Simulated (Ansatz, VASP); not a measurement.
**One calculation of W2S, two programs**

```
W S
1.0
     3.76145    0.00000    0.00000
    -1.88073    3.25751    0.00000
     0.00000    0.00000    4.06137
W S
2 1
Direct
  0.33333 0.66667 0.50000
  0.66667 0.33333 0.50000
  0.00000 0.00000 0.00000
```

Alike in both runs: task relaxation of cell and atoms; functional PBE; k mesh 6 × 6 × 4; occupations gaussian, width 0.1 eV; no spin polarisation.

|  | VASP | Ansatz |
| --- | --- | --- |
| version | VASP 6.6.1 | Ansatz 0.2.0 |
| potentials or method | VASP PAW PBE potentials, release 64 (W_sv, S), cutoff 600 eV | scalar-relativistic, plane waves, PAW |
| valence electrons in the cell | 34 | 34 |

```csv
,VASP,Ansatz,Ansatz less VASP
"gap on the k mesh at the Fermi level, each at its own relaxed structure (eV)",none,none,-
relaxed volume (Å³/atom),16.75,16.71,-0.045
relaxed cell length with the largest relative difference (Å),2.898,2.911,+0.0132
```

A gap of «none» marks a metal or a gap that the smearing closes.

The k mesh is coarse, so the values compare programs but aren't converged. Spin-orbit coupling is off throughout.
